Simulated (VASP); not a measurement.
# Si in VASP: single point with PBEsol

Aim: the single point of Si with PBEsol.

Everything below comes from runs of VASP 6.6.1. Logs are shortened: lines on timing, memory, paths and dates and some standing lists are left out, and cuts for length are marked.

### 1 The cell of the first run

The cell holds a slab with vacuum, 6 atoms: a = 3.842 Å, b = 3.842 Å, c = 17.738 Å, α = 90.00°, β = 90.00°, γ = 90.00°.

### 2 Single point, PBEsol

INCAR

```
ALGO = Normal
DIPOL = 0.5 0.5 0.500
EDIFF = 1E-6
ENCUT = 520
GGA = PS
IDIPOL = 3
ISIF = 2
ISMEAR = -1
LASPH = True
LCHARG = False
LDIPOL = True
LREAL = False
LWAVE = False
NBANDS = 21
NELM = 80
PREC = Accurate
SIGMA = 0.02
```

KPOINTS

```
k-points
0
Gamma
  8 8 1
```

POSCAR

```
Si
1.0
    3.8418213899      0.0000000000      0.0000000000
    0.0000000000      3.8418213899      0.0000000000
    0.0000000000      0.0000000000     17.7378000000
Si
6
Direct
    0.7500000000      0.0000000000      0.3100734260
    0.2500000000      0.0000000000      0.3852521555
    0.2500000000      0.5000000000      0.4619245787
    0.7500000000      0.5000000000      0.5380754233
    0.7500000000      0.0000000000      0.6147478456
    0.2500000000      0.0000000000      0.6899265740
```

Potentials or basis: VASP PAW PBE potentials, release 64 (Si).

Started as:

```bash
$ cat potpaw_PBE.64/Si/POTCAR > POTCAR
$ mpirun -np 1 vasp_std > vasp.out
```

OUTCAR:

```text
EDIFF = 1E-6
   ENCUT = 520
   GGA = PS
   ISIF = 2
   ISMEAR = -1
   LASPH = True
   LREAL = False
   NELM = 80
   PREC = Accurate

 ion  position               nearest neighbor table
   1  0.750  0.000  0.310-   2 2.34   2 2.34
   2  0.250  0.000  0.385-   1 2.34   1 2.34   3 2.35   3 2.35
   3  0.250  0.500  0.462-   4 2.35   4 2.35   2 2.35   2 2.35
   4  0.750  0.500  0.538-   3 2.35   3 2.35   5 2.35   5 2.35
   5  0.750  0.000  0.615-   6 2.34   6 2.34   4 2.35   4 2.35
   6  0.250  0.000  0.690-   5 2.34   5 2.34

  LATTYP: Found a simple tetragonal cell.
 ALAT       =     3.8418213899
 C/A-ratio  =     4.6170287996

  Lattice vectors:

 A1 = (   3.8418213899,   0.0000000000,   0.0000000000)
 A2 = (   0.0000000000,   3.8418213899,   0.0000000000)
 A3 = (   0.0000000000,   0.0000000000,  17.7378000000)

Analysis of symmetry for initial positions (statically):
=====================================================================
 Subroutine PRICEL returns:
 Original cell was already a primitive cell.

 Routine SETGRP: Setting up the symmetry group for a
 simple tetragonal supercell.

 Subroutine GETGRP returns: Found  8 space group operations
 (whereof  4 operations were pure point group operations)
 out of a pool of 16 trial point group operations.

The static configuration has the point symmetry C_2h.
 The point group associated with its full space group is D_2h.

Analysis of symmetry for dynamics (positions and initial velocities):
=====================================================================
 Subroutine PRICEL returns:
 Original cell was already a primitive cell.

 Routine SETGRP: Setting up the symmetry group for a
 simple tetragonal supercell.

 Subroutine GETGRP returns: Found  8 space group operations
 (whereof  4 operations were pure point group operations)
 out of a pool of 16 trial point group operations.

The dynamic configuration has the point symmetry C_2h.
 The point group associated with its full space group is D_2h.

 Subroutine INISYM returns: Found  8 space group operations
 (whereof  4 operations are pure point group operations),
 and found     1 'primitive' translations

----------------------------------------------------------------------------------------

                                     Primitive cell

  volume of cell :     261.8027

  direct lattice vectors                    reciprocal lattice vectors
     3.841821390  0.000000000  0.000000000     0.260293204  0.000000000  0.000000000
     0.000000000  3.841821390  0.000000000     0.000000000  0.260293204  0.000000000
     0.000000000  0.000000000 17.737800000     0.000000000  0.000000000  0.056376777

  length of vectors
     3.841821390  3.841821390 17.737800000     0.260293204  0.260293204  0.056376777

  position of ions in fractional coordinates (direct lattice)
     0.750000000  0.000000000  0.310073426
     0.250000000  0.000000000  0.385252155
     0.250000000  0.500000000  0.461924579
     0.750000000  0.500000000  0.538075423
     0.750000000  0.000000000  0.614747846
     0.250000000  0.000000000  0.689926574

  ion indices of the primitive-cell ions
   primitive index   ion index
                 1           1
                 2           2
                 3           3
                 4           4
                 5           5
                 6           6

----------------------------------------------------------------------------------------

 KPOINTS: k-points

Automatic generation of k-mesh.
 Grid dimensions read from file:
 generate k-points for:    8    8    1

 Generating k-lattice:

  Cartesian coordinates                     Fractional coordinates (reciprocal lattice)
     0.032536651  0.000000000  0.000000000     0.125000000  0.000000000  0.000000000
     0.000000000  0.032536651  0.000000000     0.000000000  0.125000000  0.000000000
     0.000000000  0.000000000  0.056376777     0.000000000  0.000000000  1.000000000

  Length of vectors
     0.032536651  0.032536651  0.056376777

  Shift w.r.t. Gamma in fractional coordinates (k-lattice)
     0.000000000  0.000000000  0.000000000

 Subroutine IBZKPT returns following result:
 ===========================================

 Found     25 irreducible k-points:

 Following reciprocal coordinates:
            Coordinates               Weight
  0.000000  0.000000  0.000000      1.000000
  0.125000  0.000000  0.000000      2.000000
  0.000000  0.125000  0.000000      2.000000
  0.250000  0.000000  0.000000      2.000000
  0.000000  0.250000  0.000000      2.000000
  0.375000  0.000000  0.000000      2.000000
[... 16 lines left out ...]
  0.500000  0.375000  0.000000      2.000000
 -0.375000  0.500000  0.000000      2.000000
   k-points           NKPTS =     25   k-points in BZ     NKDIM =     25   number of bands    NBANDS=     21
   number of dos      NEDOS =    301   number of ions     NIONS =      6
   total plane-waves  NPLWV = 126000
   dimension x,y,z NGX =    30 NGY =   30 NGZ =  140
   dimension x,y,z NGXF=    60 NGYF=   60 NGZF=  280
   ions per type =               6
   NGX,Y,Z   is equivalent  to a cutoff of  12.98, 12.98, 13.12 a.u.
   NGXF,Y,Z  is equivalent  to a cutoff of  25.96, 25.96, 26.24 a.u.
 SYSTEM =  unknown system
   PREC   = accura    normal or accurate (medium, high low for compatibility)
   ISTART =      0    job   : 0-new  1-cont  2-samecut
   ICHARG =      2    charge: 1-file 2-atom 10-const
   ISPIN  =      1    spin polarized calculation?
   LNONCOLLINEAR =      F non collinear calculations
   LSORBIT =      F    spin-orbit coupling
   LASPH  =      T    aspherical Exc in radial PAW
   ENCUT  =  520.0 eV  38.22 Ry    6.18 a.u.   7.14  7.14 32.98*2*pi/ulx,y,z
   NELM   =     80;   NELMIN=  2; NELMDL= -5     # of ELM steps
   EDIFF  = 0.1E-05   stopping-criterion for ELM
   LREAL  =      F    real-space projection
   EDIFFG = 0.1E-04   stopping-criterion for IOM
   NSW    =      0    number of steps for IOM
   IBRION =     -1    ionic relax: 0-MD 1-quasi-New 2-CG
   NFREE  =      0    steps in history (QN), initial steepest desc. (CG)
   ISIF   =      2    stress and relaxation
   ISYM   =      2    0-nonsym 1-usesym 2-fastsym
   POTIM  = 0.5000    time-step for ionic-motion
   TEBEG  =    0.0;   TEEND  =   0.0 temperature during run
   PSTRESS=    0.0 pullay stress
   NELECT =      24.0000    total number of electrons
   NUPDOWN=      -1.0000    fix difference up-down
   EMIN   =  10.00;   EMAX   =-10.00  energy-range for DOS
   EFERMI =   0.00;   METHOD = LEGACY
   ISMEAR =    -1;   SIGMA  =   0.02  broadening in eV -4-tet -1-fermi 0-gaus
   EFERMI_NEDOS =   21; number of points for ismear=-14 and -15
   IALGO  =     38    algorithm
   IMIX   =      4    mixing-type and parameters
     AMIX     =   0.40;   BMIX     =  1.00
     AMIX_MAG =   1.60;   BMIX_MAG =  1.00
  volume/ion in A,a.u.               =      43.63       294.46
  Fermi-wavevector in a.u.,A,eV,Ry     =   0.738166  1.394931  7.413660  0.544889
  Thomas-Fermi vector in A             =   1.832023
   LORBIT       =      0    0 simple, 1 ext, 2 COOP (PROOUT), +10 PAW based schemes
   GGA     = PS    functional components
   LHFCALC =     F    Hartree Fock is set to
   AEXX    =    0.0000 exact exchange contribution
   IVDW    =     0    specifies the selected vdW correction
   LEPSILON=     F    determine dielectric tensor
   LRPA    =     F    only Hartree local field effects (RPA)
 non-spin polarized calculation
  energy-cutoff  :      520.00
  volume of cell :      261.80
 maximum number of plane-waves:      7080
 NGX is ok and might be reduce to    30
   NGX = 15   NGY = 15   NGZ = 65

 number of electron      24.0000000 magnetization

 dipolmoment           0.000000      0.000000     -0.000000 electrons x Angstroem

 Free energy of the ion-electron system (eV)
  ---------------------------------------------------
  ext. energy  EPLUGINS =         0.00000000
  ---------------------------------------------------
  free energy    TOTEN  =       -30.37251419 eV

  energy without entropy =      -30.36854534  energy(sigma->0) =      -30.37052977

 E-fermi :  -0.3100     XC(G=0):  -5.3944

 val. band max:       -0.3112740860   @ k =   0.0000   0.2500   0.0000
 cond. band min:      -0.2709052924   @ k =   0.1250   0.1250   0.0000
 fundamental gap:      0.0403687936
 Fermi energy:        -0.3100001397

 k-point     1 :       0.0000    0.0000    0.0000
  band No.  band energies     occupation
      1     -11.6975      2.00000
      2     -10.4905      2.00000
      3      -8.6766      2.00000
      4      -6.3386      2.00000
      5      -3.7000      2.00000
      6      -2.6557      2.00000
[... 13 lines left out ...]
     20       3.4825      0.00000
     21       4.5250      0.00000

 k-point     2 :       0.1250    0.0000    0.0000
  band No.  band energies     occupation
      1     -11.5642      2.00000
      2     -10.3685      2.00000
      3      -8.5340      2.00000
      4      -6.4445      2.00000
      5      -4.0451      2.00000
      6      -3.3040      2.00000
[... 13 lines left out ...]
     20       4.0034      0.00000
     21       4.6808      0.00000

 k-point     3 :       0.0000    0.1250    0.0000
  band No.  band energies     occupation
      1     -11.5658      2.00000
      2     -10.3776      2.00000
      3      -8.6592      2.00000
      4      -6.2721      2.00000
      5      -4.1246      2.00000
      6      -2.8792      2.00000
[... 13 lines left out ...]
     20       3.8103      0.00000
     21       4.5095      0.00000
[... 457 lines left out ...]
 k-point    23 :       0.5000    0.3750    0.0000
  band No.  band energies     occupation
      1      -8.6857      2.00000
      2      -8.6857      2.00000
      3      -7.0619      2.00000
      4      -7.0619      2.00000
      5      -6.8763      2.00000
      6      -6.8763      2.00000
[... 13 lines left out ...]
     20       4.7837      0.00000
     21       5.3726      0.00000

 k-point    24 :      -0.3750    0.5000    0.0000
  band No.  band energies     occupation
      1      -8.7428      2.00000
      2      -8.4367      2.00000
      3      -8.2355      2.00000
      4      -7.0338      2.00000
      5      -6.2160      2.00000
      6      -6.1666      2.00000
[... 13 lines left out ...]
     20       4.7017      0.00000
     21       5.7556      0.00000

 [... further k-points ...]

------------------------ aborting loop because EDIFF is reached ----------------------------------------

 vacuum level on the upper side and lower side of the slab       (xc-potential included)        -0.270        -0.270

  FORCE on cell =-STRESS in cart. coord.  units (eV):
  Direction    XX          YY          ZZ          XY          YZ          ZX
  --------------------------------------------------------------------------------------
  -------------------------------------------------------------------------------------
  Total       -0.0060116     -3.7293820      0.0551928      0.0000000      0.0000000      0.0000000
  in kB       -0.0367895    -22.8230329      0.3377685      0.0000000      0.0000000      0.0000000
  external PRESSURE =      -7.5073513 kB  Pullay stress =       0.0000000 kB

 VOLUME and BASIS-vectors are now :
 -----------------------------------------------------------------------------
  energy-cutoff  :      520.00
  volume of cell :      261.80
      direct lattice vectors                 reciprocal lattice vectors
     3.841821390  0.000000000  0.000000000     0.260293204  0.000000000  0.000000000
     0.000000000  3.841821390  0.000000000     0.000000000  0.260293204  0.000000000
     0.000000000  0.000000000 17.737800000     0.000000000  0.000000000  0.056376777

 POSITION                                       TOTAL-FORCE (eV/Angst)
 -----------------------------------------------------------------------------------
      2.88137      0.00000      5.50002         0.000000      0.000000     -0.009491
      0.96046      0.00000      6.83353        -0.000000      0.000000     -0.002054
      0.96046      1.92091      8.19353         0.000000     -0.000000      0.005603
      2.88137      1.92091      9.54427        -0.000000      0.000000     -0.005603
      2.88137      0.00000     10.90427         0.000000      0.000000      0.002054
      0.96046      0.00000     12.23778         0.000000     -0.000000      0.009491
 -----------------------------------------------------------------------------------
    total drift:                               -0.000000      0.000000     -0.000011

  FREE ENERGIE OF THE ION-ELECTRON SYSTEM (eV)
  ---------------------------------------------------
  free  energy   TOTEN  =       -30.3725141946 eV

  energy  without entropy=      -30.3685453372  energy(sigma->0) =      -30.37052977

 vacuum level on the upper side and lower side of the slab         4.776         4.776
```

It took 1.8 min on 1 thread of Intel Xeon 6975P-C (Granite Rapids), shared host; peak memory 0.37 GiB.

Results:

```
Free energy            : -30.3725 eV
Largest force          : 0.009 eV/Å
Band gap on the k mesh : zero (band 12 reaches 0.15 eV, above the bottom of band 13 at -0.91 eV)
```

Forces on the atoms (eV/Å):
```
Si   0.000  0.000 -0.009
Si   0.000  0.000 -0.002
Si   0.000  0.000  0.006
Si   0.000  0.000 -0.006
Si   0.000  0.000  0.002
Si   0.000  0.000  0.009
```

Caveat: the PAW data sets were made with another functional, which shifts forces and pressure a little.
